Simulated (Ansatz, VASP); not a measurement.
# HCl in VASP and in Ansatz

```
H Cl
1.0
     0.00000    2.67500    2.98347
     2.51500    0.00000    2.98347
     2.51500    2.67500    0.00000
H Cl
1 1
Direct
  0.00000 0.00000 0.00000
  0.50000 0.50000 0.50000
```

Change from the starting cell: strain +0.0450 x Voigt [0, 0, 1, 0, 0, 0], atoms carried along.

Alike in both runs: task single point; functional PBEsol; k mesh 16 × 16 × 16; occupations gaussian, width 0.15 eV; no spin polarisation.

|  | VASP | Ansatz |
| --- | --- | --- |
| version | VASP 6.6.1 | Ansatz 0.2.0 |
| potentials or method | VASP PAW PBE potentials, release 64 (H, Cl), cutoff 520 eV | scalar-relativistic, plane waves, PAW |
| valence electrons in the cell | 8 | 8 |

|  | VASP | Ansatz | Ansatz less VASP |
| --- | --- | --- | --- |
| gap on the k mesh at the Fermi level (eV) | none | none | - |
| pressure (GPa) | -10.6 | -10.5 | +0.06 |
| traceless stress, the component that is largest in VASP (GPa) | -5.87 | -5.85 | +0.017 |

VASP's potentials were made for PBE, not for PBEsol. A gap of «none» marks a metal or a gap that the smearing closes.
